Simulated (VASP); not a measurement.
## WSe2: electric field gradients with PBE

The system is WSe2.

```xyz
6
Lattice="3.3545 0.0000 0.0000 -1.6773 2.9051 0.0000 0.0000 0.0000 13.2244" Properties=species:S:1:pos:R:3 pbc="T T T"
W     0.0000    1.9367    3.3061
W     1.6773    0.9684    9.9183
Se    0.0000    1.9367    8.2123
Se    1.6773    0.9684    1.6001
Se    0.0000    1.9367   11.6242
Se    1.6773    0.9684    5.0120
```

```json
{"Program": "VASP 6.6.1", "Task": "electric field gradients", "Functional": "PBE", "Potentials or basis": "VASP PAW PBE potentials, release 64 (W_sv, Se)", "Cutoff": "520 eV", "k mesh": "11 × 11 × 3", "Occupations": "fermi-dirac, width 0.08 eV", "Spin": "no spin polarisation", "Dipole correction": "no", "Further INCAR settings": "ALGO = Normal; EDIFF = 1e-08; NBANDS = 35"}
```

```json
{
 "Pressure": "-3.6 GPa",
 "Largest force": "0.681 eV/Å",
 "Band gap on the k mesh": "0.99 eV (least direct gap 1.60 eV)",
 "Largest electric field gradient by atom": "W -141.7; Se -65.4 V/Å²"
}
```

Forces in eV/Å, atoms in the order of the input:
```
W    0.000  0.000  0.000
W    0.000  0.000  0.000
Se   0.000  0.000  0.681
Se   0.000  0.000  0.681
Se   0.000  0.000 -0.681
Se   0.000  0.000 -0.681
```

Stress tensor (GPa, compression positive):
```
-3.52  0.00  0.00
 0.00 -3.52  0.00
 0.00  0.00 -3.80
```

Levels at points of the mesh, in eV from the valence-band top:
```csv
k point,band 23,band 24,band 25,band 26,band 27,band 28,band 29,band 30
"(0.00, 0.00, 0.00)",-1.39,-1.04,-0.92,0.00,2.50,2.50,2.55,2.55
```

Electric field gradients, principal values (V/Å²):
```csv
atom,least,middle,greatest (by size)
1 W,70.872,70.873,-141.744
2 W,70.872,70.873,-141.744
3 Se,32.690,32.690,-65.380
4 Se,32.690,32.690,-65.380
5 Se,32.690,32.690,-65.380
6 Se,32.690,32.690,-65.380
```

Wall time 4.9 min on 1 thread of Intel Xeon 8259CL, with other jobs on the host, peak memory 0.32 GiB.

Caveat: the cell stands under tension; without QUAD_EFG the Cq values of the log hold for a quadrupole moment of 1 mb, not for the nuclei; spin-orbit coupling is left out, which moves the levels of the heavy elements; this functional lacks dispersion, which binds layers or chains, so the pressure and a relaxed spacing across them are unreliable. A k mesh can miss the band edges.
